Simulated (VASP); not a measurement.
Au, 1 atom in the cell. The structure is cubic, space group Fm-3m (No. 225). Conventional cell: a = 4.070 Å, b = 4.070 Å, c = 4.070 Å, α = 90.00°, β = 90.00°, γ = 90.00°. Within 3.8 Å of Au (site symmetry m-3m) lie 12 Au at 2.88 Å. 

- Program: VASP 6.6.1
- Task: relaxation of volume and atoms at fixed shape
- Functional: PBEsol
- Potentials or basis: VASP PAW PBE potentials, release 64 (Au)
- Cutoff: 500 eV
- k mesh: 9 × 9 × 9
- Occupations: methfessel-paxton, width 0.1 eV
- Spin: no spin polarisation
- Dipole correction: no
- Further INCAR settings: ALGO = Normal; EDIFF = 1e-07; IBRION = 2; EDIFFG = -0.03; NSW = 60; ISIF = 8

Potentials or basis: VASP PAW PBE potentials, release 64 (Au).

Run with:

```console
$ cat potpaw_PBE.64/Au/POTCAR > POTCAR
$ mpirun -np 1 vasp_std > vasp.out
```

Hardware: 1 thread of Intel Xeon 8259CL, on a shared host.

Task: How long does it take, and how much memory?

Result: It took 13 s on 1 thread of Intel Xeon 8259CL (shared host), peak memory 0.15 GiB. Counts: scf iterations 25, k points 35, ion steps 3.
